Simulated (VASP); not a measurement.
Input of a VASP 6.6.1 run:

INCAR

```
  ALGO = Normal
  EDIFF = 1E-6
  ENCUT = 520
  GGA = PE
  ISIF = 2
  ISMEAR = 0
  LASPH = True
  LCHARG = False
  LREAL = False
  LWAVE = False
  NBANDS = 18
  NELM = 60
  PREC = Accurate
  SIGMA = 0.1
```

KPOINTS

```
k-points
0
Gamma
  10 10 10
```

Contents of POSCAR:

```
Si4N
1.0
   -2.6538041856      2.6538041856      2.6538041856
    2.6538041856     -2.6538041856      2.6538041856
    2.6538041856      2.6538041856     -2.6538041856
Si N
4 1
Direct
    0.0000000000      0.5922311350      0.0000000000
    0.4077688650      0.4077688650      0.4077688650
    0.0000000000      0.0000000000      0.5922311350
    0.5922311350      0.0000000000      0.0000000000
    0.0000000000      0.0000000000      0.0000000000
```

Potentials or basis: VASP PAW PBE potentials, release 64 (Si, N).

Run with:

```bash
$ cat potpaw_PBE.64/Si/POTCAR potpaw_PBE.64/N/POTCAR > POTCAR
$ mpirun -np 1 vasp_std > vasp.out
```

(1) What does it give for the largest force?

(2) Predict the pressure.

Results:

(1) 0.009 eV/Å.

(2) -0.1 GPa.
